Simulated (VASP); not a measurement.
# Ni5Pt (Pmmm) in VASP: notebook

The runs below take Ni5Pt through single point, with PBE.

All numbers are computed with VASP 6.6.1; they aren't measurements. Logs are shortened: lines on timing, memory, paths and dates and some standing lists are left out, and cuts for length are marked.

## Step 1: The cell of the first run

It takes space group Pmmm (No. 47, orthorhombic). Conventional cell: a = 2.501 Å, b = 3.536 Å, c = 7.502 Å, α = 90.00°, β = 90.00°, γ = 90.00°. Within 3.3 Å of Ni (site symmetry mm2) lie 1 Pt at 2.50 Å and 11 Ni at 2.50 Å. Within 3.3 Å of Ni (site symmetry mmm) lie 12 Ni at 2.50 Å. Ni (site symmetry mm2) has 8 Ni at 2.50 Å and 4 Pt at 2.50 Å within 3.3 Å. Within 3.3 Å of Pt (site symmetry mmm) lie 10 Ni at 2.50 Å and 2 Pt at 2.50 Å.

## Step 2: Single point, PBE, collinear spin, ferromagnetic start

INCAR reads:

```
PREC = Accurate
ENCUT = 520
EDIFF = 1E-6
ISMEAR = 0
SIGMA = 0.1
LREAL = False
LASPH = True
NELM = 150
ALGO = Normal
ISIF = 2
LWAVE = False
LCHARG = False
ISPIN = 2
MAGMOM = 2 2 2 2 2 0
LORBIT = 11
LMAXMIX = 4
GGA = PE
NBANDS = 43
```

KPOINTS reads:

```
regular mesh
0
Gamma
  6 6 2
```

POSCAR reads:

```
Ni5Pt
1.0
    2.5006233100      0.0000000000      0.0000000000
    0.0000000000      3.5364154000      0.0000000000
    0.0000000000      0.0000000000      7.5018699200
Ni Pt
5 1
Direct
    0.0000000000      0.0000000000      0.3333333300
    0.5000000000      0.5000000000      0.5000000000
    0.0000000000      0.0000000000      0.6666666700
    0.5000000000      0.5000000000      0.8333333300
    0.5000000000      0.5000000000      0.1666666700
    0.0000000000      0.0000000000      0.0000000000
```

Potentials or basis: VASP PAW PBE potentials, release 64 (Ni, Pt).

The run is started by

```
> cat potpaw_PBE.64/Ni/POTCAR potpaw_PBE.64/Pt/POTCAR > POTCAR
> mpirun -np 1 vasp_std > vasp.out
```

OUTCAR:

```text
PREC = Accurate
   ENCUT = 520
   EDIFF = 1E-6
   ISMEAR = 0
   LREAL = False
   LASPH = True
   NELM = 150
   ISIF = 2
   ISPIN = 2
   LORBIT = 11
   GGA = PE

 ion  position               nearest neighbor table
   1  0.000  0.000  0.333-   6 2.50   5 2.50   5 2.50   5 2.50   5 2.50   2 2.50   2 2.50   2 2.50
                             2 2.50   3 2.50
   2  0.500  0.500  0.500-   4 2.50   5 2.50   1 2.50   3 2.50   1 2.50   3 2.50   1 2.50   3 2.50
                             1 2.50   3 2.50
   3  0.000  0.000  0.667-   6 2.50   4 2.50   4 2.50   4 2.50   4 2.50   2 2.50   2 2.50   2 2.50
                             2 2.50   1 2.50
   4  0.500  0.500  0.833-   2 2.50   3 2.50   3 2.50   3 2.50   3 2.50   6 2.50   6 2.50   6 2.50
                             6 2.50   5 2.50
   5  0.500  0.500  0.167-   2 2.50   1 2.50   1 2.50   1 2.50   1 2.50   6 2.50   6 2.50   6 2.50
                             6 2.50   4 2.50
   6  0.000  0.000  0.000-   1 2.50   3 2.50   4 2.50   5 2.50   4 2.50   5 2.50   4 2.50   5 2.50
                             4 2.50   5 2.50

  LATTYP: Found a simple orthorhombic cell.
 ALAT       =     2.5006233100
 B/A-ratio  =     1.4142135626
 C/A-ratio  =     2.9999999960

  Lattice vectors:

 A1 = (   2.5006233100,   0.0000000000,   0.0000000000)
 A2 = (   0.0000000000,   3.5364154000,   0.0000000000)
 A3 = (   0.0000000000,   0.0000000000,   7.5018699200)

Analysis of symmetry for initial positions (statically):
=====================================================================
 Subroutine PRICEL returns:
 Original cell was already a primitive cell.

 Routine SETGRP: Setting up the symmetry group for a
 simple orthorhombic supercell.

 Subroutine GETGRP returns: Found  8 space group operations
 (whereof  8 operations were pure point group operations)
 out of a pool of  8 trial point group operations.

The static configuration has the point symmetry D_2h.

Analysis of symmetry for dynamics (positions and initial velocities):
=====================================================================
 Subroutine PRICEL returns:
 Original cell was already a primitive cell.

 Routine SETGRP: Setting up the symmetry group for a
 simple orthorhombic supercell.

 Subroutine GETGRP returns: Found  8 space group operations
 (whereof  8 operations were pure point group operations)
 out of a pool of  8 trial point group operations.

The dynamic configuration has the point symmetry D_2h.

Analysis of structural, dynamic, and magnetic symmetry:
=====================================================================
 Subroutine PRICEL returns:
 Original cell was already a primitive cell.

 Routine SETGRP: Setting up the symmetry group for a
 simple orthorhombic supercell.

 Subroutine GETGRP returns: Found  8 space group operations
 (whereof  8 operations were pure point group operations)
 out of a pool of  8 trial point group operations.

The overall configuration has the point symmetry D_2h.

 Subroutine INISYM returns: Found  8 space group operations
 (whereof  8 operations are pure point group operations),
 and found     1 'primitive' translations

----------------------------------------------------------------------------------------

                                     Primitive cell

  volume of cell :      66.3409

  direct lattice vectors                    reciprocal lattice vectors
     2.500623310  0.000000000  0.000000000     0.399900295  0.000000000  0.000000000
     0.000000000  3.536415400  0.000000000     0.000000000  0.282772211  0.000000000
     0.000000000  0.000000000  7.501869920     0.000000000  0.000000000  0.133300099

  length of vectors
     2.500623310  3.536415400  7.501869920     0.399900295  0.282772211  0.133300099

  position of ions in fractional coordinates (direct lattice)
     0.000000000  0.000000000  0.333333330
     0.500000000  0.500000000  0.500000000
     0.000000000  0.000000000  0.666666670
     0.500000000  0.500000000  0.833333330
     0.500000000  0.500000000  0.166666670
     0.000000000  0.000000000  0.000000000

  ion indices of the primitive-cell ions
   primitive index   ion index
                 1           1
                 2           2
                 3           3
[... 58 lines left out ...]
   number of dos      NEDOS =    301   number of ions     NIONS =      6
   total plane-waves  NPLWV =  31360
   dimension x,y,z NGX =    20 NGY =   28 NGZ =   56
   dimension x,y,z NGXF=    40 NGYF=   56 NGZF=  112
   ions per type =               5   1
   NGX,Y,Z   is equivalent  to a cutoff of  13.30, 13.16, 12.41 a.u.
   NGXF,Y,Z  is equivalent  to a cutoff of  26.59, 26.33, 24.82 a.u.
 SYSTEM =  unknown system
   PREC   = accura    normal or accurate (medium, high low for compatibility)
   ISTART =      0    job   : 0-new  1-cont  2-samecut
   ICHARG =      2    charge: 1-file 2-atom 10-const
   ISPIN  =      2    spin polarized calculation?
   LNONCOLLINEAR =      F non collinear calculations
   LSORBIT =      F    spin-orbit coupling
   LASPH  =      T    aspherical Exc in radial PAW
   ENCUT  =  520.0 eV  38.22 Ry    6.18 a.u.   4.65  6.58 13.95*2*pi/ulx,y,z
   NELM   =    150;   NELMIN=  2; NELMDL= -5     # of ELM steps
   EDIFF  = 0.1E-05   stopping-criterion for ELM
   LREAL  =      F    real-space projection
   EDIFFG = 0.1E-04   stopping-criterion for IOM
   NSW    =      0    number of steps for IOM
   IBRION =     -1    ionic relax: 0-MD 1-quasi-New 2-CG
   NFREE  =      0    steps in history (QN), initial steepest desc. (CG)
   ISIF   =      2    stress and relaxation
   ISYM   =      2    0-nonsym 1-usesym 2-fastsym
   POTIM  = 0.5000    time-step for ionic-motion
   TEBEG  =    0.0;   TEEND  =   0.0 temperature during run
   PSTRESS=    0.0 pullay stress
   NELECT =      60.0000    total number of electrons
   NUPDOWN=      -1.0000    fix difference up-down
   EMIN   =  10.00;   EMAX   =-10.00  energy-range for DOS
   EFERMI =   0.00;   METHOD = LEGACY
   ISMEAR =     0;   SIGMA  =   0.10  broadening in eV -4-tet -1-fermi 0-gaus
   EFERMI_NEDOS =   21; number of points for ismear=-14 and -15
   IALGO  =     38    algorithm
   IMIX   =      4    mixing-type and parameters
     AMIX     =   0.40;   BMIX     =  1.00
     AMIX_MAG =   1.60;   BMIX_MAG =  1.00
  volume/ion in A,a.u.               =      11.06        74.62
  Fermi-wavevector in a.u.,A,eV,Ry     =   1.583185  2.991785 34.102642  2.506473
  Thomas-Fermi vector in A             =   2.682994
   LORBIT       =     11    0 simple, 1 ext, 2 COOP (PROOUT), +10 PAW based schemes
   GGA     = PE    functional components
   LHFCALC =     F    Hartree Fock is set to
   AEXX    =    0.0000 exact exchange contribution
   IVDW    =     0    specifies the selected vdW correction
   LEPSILON=     F    determine dielectric tensor
   LRPA    =     F    only Hartree local field effects (RPA)
 spin polarized calculation
 Gauss-broadening in eV      SIGMA  =   0.10
  energy-cutoff  :      520.00
  volume of cell :       66.34
 maximum number of plane-waves:      1824
 NGX is ok and might be reduce to    20
   NGX =  9   NGY = 13   NGZ = 27

 number of electron      60.0000000 magnetization      10.0000000

 number of electron      59.9999984 magnetization       3.4805114

 Free energy of the ion-electron system (eV)
  ---------------------------------------------------
  ext. energy  EPLUGINS =         0.00000000
  ---------------------------------------------------
  free energy    TOTEN  =       -33.23853191 eV

  energy without entropy =      -33.19751987  energy(sigma->0) =      -33.21802589

 E-fermi :  10.5049     XC(G=0): -13.5684

 val. band max:       10.4991687677   @ k =   0.0000   0.3333   0.0000
 cond. band min:      10.5095195508   @ k =   0.5000   0.1667   0.5000
 fundamental gap:      0.0103507830
 Fermi energy:        10.5049243675

 spin component 1

 k-point     1 :       0.0000    0.0000    0.0000
  band No.  band energies     occupation
      1       0.5547      1.00000
      2       2.9733      1.00000
      3       3.7909      1.00000
      4       4.0289      1.00000
      5       4.7723      1.00000
      6       5.8098      1.00000
[... 1069 lines left out ...]
     41      20.6830      0.00000
     42      20.7615      0.00000

 [... further k-points ...]

 spin component 2

 k-point     1 :       0.0000    0.0000    0.0000
  band No.  band energies     occupation
      1       0.5553      1.00000
      2       3.0181      1.00000
      3       3.9129      1.00000
      4       4.0287      1.00000
      5       4.9570      1.00000
      6       6.0677      1.00000
[... 1069 lines left out ...]
     41      20.8421      0.00000
     42      20.9688      0.00000

 [... further k-points ...]

 [bands above 42 left out]

------------------------ aborting loop because EDIFF is reached ----------------------------------------

  FORCE on cell =-STRESS in cart. coord.  units (eV):
  Direction    XX          YY          ZZ          XY          YZ          ZX
  --------------------------------------------------------------------------------------
  -------------------------------------------------------------------------------------
  Total        9.6530948      6.4952083      6.4197690      0.0000000      0.0000000      0.0000000
  in kB      233.1288798    156.8637472    155.0418365      0.0000000      0.0000000      0.0000000
  external PRESSURE =     181.6781545 kB  Pullay stress =       0.0000000 kB

 VOLUME and BASIS-vectors are now :
 -----------------------------------------------------------------------------
  energy-cutoff  :      520.00
  volume of cell :       66.34
      direct lattice vectors                 reciprocal lattice vectors
     2.500623310  0.000000000  0.000000000     0.399900295  0.000000000  0.000000000
     0.000000000  3.536415400  0.000000000     0.000000000  0.282772211  0.000000000
     0.000000000  0.000000000  7.501869920     0.000000000  0.000000000  0.133300099

 POSITION                                       TOTAL-FORCE (eV/Angst)
 -----------------------------------------------------------------------------------
      0.00000      0.00000      2.50062         0.000000      0.000000      0.848184
      1.25031      1.76821      3.75093         0.000000      0.000000      0.000000
      0.00000      0.00000      5.00125        -0.000000      0.000000     -0.848184
      1.25031      1.76821      6.25156         0.000000      0.000000     -1.285771
      1.25031      1.76821      1.25031         0.000000      0.000000      1.285771
      0.00000      0.00000      0.00000         0.000000      0.000000      0.000000
 -----------------------------------------------------------------------------------
    total drift:                               -0.000000      0.000000      0.000000

  FREE ENERGIE OF THE ION-ELECTRON SYSTEM (eV)
  ---------------------------------------------------
  free  energy   TOTEN  =       -33.2385319111 eV

  energy  without entropy=      -33.1975198692  energy(sigma->0) =      -33.21802589

 total charge

# of ion       s       p       d       tot
------------------------------------------
    1        0.492   0.506   8.327   9.325
    2        0.491   0.487   8.302   9.280
    3        0.492   0.506   8.327   9.325
    4        0.500   0.567   8.363   9.430
    5        0.500   0.567   8.363   9.430
    6        0.809   0.841   8.151   9.801
--------------------------------------------------
tot          3.285   3.474  49.832  56.591

 magnetization (x)

# of ion       s       p       d       tot
------------------------------------------
    1       -0.008  -0.024   0.686   0.654
    2       -0.007  -0.026   0.695   0.662
    3       -0.008  -0.024   0.686   0.654
    4       -0.008  -0.016   0.645   0.622
    5       -0.008  -0.016   0.645   0.622
    6       -0.002  -0.029   0.339   0.308
--------------------------------------------------
tot         -0.041  -0.136   3.697   3.521
```

Wall time 2.4 min (1 thread of Intel Xeon 6975P-C (Granite Rapids), shared host); peak memory 0.29 GiB.

Results:

| Item | Value |
| --- | --- |
| Free energy | -33.2385 eV |
| Pressure | 18.2 GPa |
| Largest force | 1.286 eV/Å |
| Net moment | 3.48 μB per cell |
| Site moments | Ni +0.65, +0.66, +0.62 (each value once); Pt +0.31 μB |
| Valence electrons inside the program's atomic spheres | Ni 9.32, 9.28, 9.43 (each value once); Pt 9.80 |

Forces in eV/Å, atoms in the order of the input:
```
Ni   0.000  0.000  0.848
Ni   0.000  0.000  0.000
Ni   0.000  0.000 -0.848
Ni   0.000  0.000 -1.286
Ni   0.000  0.000  1.286
Pt   0.000  0.000  0.000
```

Stress tensor (GPa, compression positive):
```
23.31  0.00  0.00
 0.00 15.69  0.00
 0.00  0.00 15.50
```

Caveat: the k points lie up to 0.42 Å⁻¹ apart; spin-orbit coupling is left out, which moves the levels of the heavy elements; forces of over 1 eV/Å act on the atoms, so gaps and moduli don't describe the material at rest.

## Step 3: Single point, PBE, collinear spin, ferromagnetic start

This run uses another cell than the first one, of 11.81 Å³/atom.

INCAR reads:

```
SYSTEM = Ni5Pt
PREC     = Accurate       ! precision mode
ENCUT    = 520            ! plane-wave cutoff, eV
EDIFF    = 1E-6           ! SCF threshold, eV
ISMEAR   = 0              ! smearing method
SIGMA    = 0.1            ! smearing width, eV
LREAL    = .False.        ! projectors in reciprocal space
LASPH    = .True.         ! aspherical terms in the spheres
NELM     = 150            ! most SCF steps
ALGO     = Fast           ! electronic algorithm
ISIF     = 2              ! what is computed and relaxed
LWAVE    = .False.        ! write WAVECAR
LCHARG   = .False.        ! write CHGCAR
ISPIN    = 2              ! spin polarisation
MAGMOM   = 2 2 2 2 2 0    ! initial moments
LORBIT   = 11             ! projections on sites
LMAXMIX  = 4              ! l up to which the mixer works
GGA      = PE             ! functional
NBANDS   = 43             ! bands
```

KPOINTS reads:

```
regular mesh
0
Gamma
  6 6 2
  0 0 0
```

POSCAR reads:

```
Ni5Pt
1.0
    2.5976085302      0.0000000000      0.0000000000
    0.0000000000      3.5460960981      0.0000000000
    0.0000000000      0.0000000000      7.6941449347
Ni Pt
5 1
Direct
    0.0000000000      0.0000000000      0.3414497473
    0.5000000000      0.5000000000      0.5000000000
    0.0000000000      0.0000000000      0.6585502527
    0.5000000000      0.5000000000      0.8189508572
    0.5000000000      0.5000000000      0.1810491428
    0.0000000000      0.0000000000      0.0000000000
```

Potentials or basis: VASP PAW PBE potentials, release 64 (Ni, Pt).

The run is started by

```
> cat potpaw_PBE.64/Ni/POTCAR potpaw_PBE.64/Pt/POTCAR > POTCAR
> mpirun -np 1 vasp_std > vasp.out
```

OUTCAR:

```text
SYSTEM = Ni5Pt
   PREC = Accurate
   ENCUT = 520
   EDIFF = 1E-6
   ISMEAR = 0
   LREAL = .False.
   LASPH = .True.
   NELM = 150
   ISIF = 2
   ISPIN = 2
   LORBIT = 11
   GGA = PE

 ion  position               nearest neighbor table
   1  0.000  0.000  0.341-   3 2.44   2 2.51   2 2.51   2 2.51   2 2.51   5 2.52   5 2.52   5 2.52
                             5 2.52   6 2.63
   2  0.500  0.500  0.500-   4 2.45   5 2.45   1 2.51   3 2.51   1 2.51   3 2.51   1 2.51   3 2.51
                             1 2.51   3 2.51
   3  0.000  0.000  0.659-   1 2.44   2 2.51   2 2.51   2 2.51   2 2.51   4 2.52   4 2.52   4 2.52
                             4 2.52   6 2.63
[... 2416 lines left out ...]
      0.00000      0.00000      2.62716        -0.000000     -0.000000      0.000566
      1.29880      1.77305      3.84707        -0.000000      0.000000      0.000000
      0.00000      0.00000      5.06698         0.000000     -0.000000     -0.000566
      1.29880      1.77305      6.30113        -0.000000      0.000000      0.019799
      1.29880      1.77305      1.39302        -0.000000      0.000000     -0.019799
      0.00000      0.00000      0.00000        -0.000000      0.000000      0.000000
 -----------------------------------------------------------------------------------
    total drift:                               -0.000000      0.000000      0.000000

  FREE ENERGIE OF THE ION-ELECTRON SYSTEM (eV)
  ---------------------------------------------------
  free  energy   TOTEN  =       -33.6646181968 eV

  energy  without entropy=      -33.6193909971  energy(sigma->0) =      -33.64200460

 total charge

# of ion       s       p       d       tot
------------------------------------------
    1        0.477   0.470   8.300   9.246
    2        0.484   0.472   8.290   9.247
    3        0.477   0.470   8.300   9.246
    4        0.464   0.480   8.306   9.250
    5        0.464   0.480   8.306   9.250
    6        0.736   0.671   8.062   9.468
--------------------------------------------------
tot          3.102   3.042  49.565  55.708

 magnetization (x)

# of ion       s       p       d       tot
------------------------------------------
    1       -0.007  -0.023   0.728   0.697
    2       -0.006  -0.025   0.721   0.690
    3       -0.007  -0.023   0.728   0.697
    4       -0.008  -0.016   0.722   0.698
    5       -0.008  -0.016   0.722   0.698
    6       -0.002  -0.029   0.341   0.310
--------------------------------------------------
tot         -0.039  -0.132   3.962   3.792
```

stdout:

```text
POSCAR found type information on POSCAR NiPt
 POSCAR found :  2 types and       6 ions
 scaLAPACK will be used
 LDA part: xc-table for (Slater+PW92), standard interpolation
 POSCAR, INCAR and KPOINTS ok, starting setup
 FFT: planning ... GRIDC
 FFT: planning ... GRID_SOFT
 FFT: planning ... GRID
 WAVECAR not read
 entering main loop
```

Run time: 2.3 min. Hardware: 1 thread of Intel Xeon 6975P-C (Granite Rapids), shared host; peak memory 0.29 GiB.

What came out:

| Property | Result |
| --- | --- |
| Free energy | -33.6646 eV |
| Pressure | -0.3 GPa |
| Largest force | 0.020 eV/Å |
| Net moment | 3.72 μB per cell |
| Site moments | Ni +0.70, +0.69 (each value once); Pt +0.31 μB |
| Valence electrons inside the program's atomic spheres | Ni 9.25; Pt 9.47 |

Forces on the atoms (eV/Å):
```
Ni   0.000  0.000  0.001
Ni   0.000  0.000  0.000
Ni   0.000  0.000 -0.001
Ni   0.000  0.000  0.020
Ni   0.000  0.000 -0.020
Pt   0.000  0.000  0.000
```

Caveat: the k points lie up to 0.41 Å⁻¹ apart; spin-orbit coupling is left out, which moves the levels of the heavy elements.
